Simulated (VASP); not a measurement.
## In: single point with LDA

The system is In.

```
CELL_PARAMETERS angstrom
-1.59229 1.59229 2.42320
1.59229 -1.59229 2.42320
1.59229 1.59229 -2.42320
ATOMIC_POSITIONS crystal
In 0.00000 0.00000 0.00000
```

This cell differs from its parent crystal: volume scaled by 0.94.

```yaml
Program: VASP 6.6.1
Task: single point
Functional: LDA
Potentials_or_basis: VASP PAW LDA potentials, release 64 (In_d)
Cutoff: 520 eV
k_mesh: 11 × 11 × 11
Occupations: fermi-dirac, width 0.05 eV
Spin: no spin polarisation
Dipole_correction: no
Further_INCAR_settings: ALGO = Fast; EDIFF = 1e-07; NBANDS = 12
```

```
Pressure : 0.2 GPa
```

Stress tensor (GPa, compression positive):
```
 0.33  0.00  0.00
 0.00  0.33  0.00
 0.00  0.00 -0.21
```

Levels at points of the mesh, in eV from the Fermi level:
```csv
k point,band 3,band 4,band 5,band 6,band 7,band 8,band 9,band 10
"(0.00, 0.00, 0.00)",-14.62,-14.52,-14.40,-10.04,10.96,10.96,11.15,11.78
```

Wall time 51 s on 1 thread of Intel(R) Xeon(R) Platinum 8259CL CPU @ 2.50GHz (Skylake/Cascade Lake), on a shared host, peak memory 0.16 GiB.

Caveat: spin-orbit coupling is left out, which moves the levels of the heavy elements.
